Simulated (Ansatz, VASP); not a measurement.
Two plane-wave programs on Cu

```
CELL_PARAMETERS angstrom
0.00000 1.80750 1.80750
1.80750 0.00000 1.80750
1.80750 1.80750 0.00000
ATOMIC_POSITIONS crystal
Cu 0.00000 0.00000 0.00000
```

Alike in both runs: task single point; functional r2SCAN; k mesh 13 × 13 × 13; no spin polarisation.

```csv
,VASP,Ansatz
version,VASP 6.6.1,Ansatz 0.2.0
potentials or method,"VASP PAW PBE potentials, release 64 (Cu)","plane waves, PAW"
plane-wave cutoff (eV),520,500
occupations,"methfessel-paxton of order 1, width 0.1 eV","cold, width 0.1 eV"
valence electrons in the cell,11,19
```

Ansatz gave:

| Property | Result |
| --- | --- |
| pressure (GPa) | -4.9 |

Q: Estimate VASP's values.

A: Pressure (GPa): -4.3.

VASP's potentials were made for PBE, not for r2SCAN. VASP's potentials hold 11 valence electrons a cell and Ansatz's 19, so a difference there can come from the potentials and not from the codes.
